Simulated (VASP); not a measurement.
Write the native input for VASP 6.6.1 that does the following.

```yaml
Task: single point
Functional: PBE
Dispersion: D3(BJ)
Potentials_or_basis: VASP PAW PBE potentials, release 64 (Mo_sv, S)
Cutoff: 500 eV
k_mesh: 14 × 14 × 3
Occupations: gaussian, width 0.15 eV
Spin: no spin polarisation
Dipole_correction: no
Further_INCAR_settings: ALGO = Normal; EDIFF = 1e-06; NBANDS = 49
```

The structure of MoS2 lies in POSCAR:

```
MoS2
1.0
   -3.1342106946      0.0000000000      0.0000000000
   -1.5671053473     -2.7143060823      0.0000000000
   -3.5259870314     -2.0357295617     19.3635570258
Mo S
3 6
Direct
    0.5513382732      0.5513382732      0.1537711912
    0.4234041596     -0.5765958404      0.7687944538
   -0.0126287836     -0.0126287836      0.4612828225
    0.0280010952      0.0280010952      0.8515540953
   -0.4080318480      0.5919681520      0.5440424640
    0.1559352088      0.1559352088      0.2365308327
    0.3827742809      0.3827742809      0.3785231811
    0.9467413377     -0.0532586623      0.0710115498
   -0.1811927759     -0.1811927759      0.6860348123
```

The input as run:

INCAR

```
  PREC = Accurate
  ENCUT = 500
  EDIFF = 1E-6
  ISMEAR = 0
  SIGMA = 0.15
  LREAL = False
  LASPH = True
  NELM = 120
  ALGO = Normal
  ISIF = 2
  LWAVE = False
  LCHARG = False
  GGA = PE
  IVDW = 12
  NBANDS = 49
  GGA_COMPAT = False
```

KPOINTS

```
Automatic mesh
0
Gamma
  14 14 3
```

Potentials or basis: VASP PAW PBE potentials, release 64 (Mo_sv, S).

Launch:

```console
$ cat potpaw_PBE.64/Mo_sv/POTCAR potpaw_PBE.64/S/POTCAR > POTCAR
$ mpirun -np 1 vasp_std > vasp.out
```

Results of the run:

```yaml
Pressure: -0.1 GPa
Largest_force: 0.110 eV/Å
Band_gap_on_the_k_mesh: zero (bands 39 and 40 overlap by 0.45 eV)
Dispersion_energy_per_atom: -0.422 eV
```

Run time: 52 min on 1 thread of AMD EPYC 7R13, with other jobs on the host, peak memory 0.88 GiB.
